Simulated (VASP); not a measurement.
A run of VASP 6.6.1 is set up as follows.

INCAR

```
PREC = Accurate ; ENCUT = 520
EDIFF = 1E-6 ; ISMEAR = -1
SIGMA = 0.05 ; LREAL = F
LASPH = T ; NELM = 100
ALGO = Normal ; ISIF = 2
LWAVE = F ; LCHARG = T
GGA = CA ; LELF = T
LVHAR = T ; NBANDS = 13
```

KPOINTS

```
regular mesh
0
Gamma
  10 10 10
```

POSCAR

```
Sn
1.0
   -1.9195843076      1.9195843076      1.9195843076
    1.9195843076     -1.9195843076      1.9195843076
    1.9195843076      1.9195843076     -1.9195843076
Sn
1
Direct
    0.0000000000      0.0000000000      0.0000000000
```

Potentials or basis: VASP PAW LDA potentials, release 64 (Sn_d).

Command:

```sh
$ cat potpaw_LDA.64/Sn_d/POTCAR > POTCAR
$ mpirun -np 1 vasp_std > vasp.out
```

Question: What does it give for the pressure?

Answer: -4.8 GPa.

Question: Estimate the band gap on the k mesh.

Answer: Zero (band 7 reaches 14.81 eV, above the bottom of band 8 at 5.21 eV).

Caveat: spin-orbit coupling is left out, which moves the levels of the heavy elements.
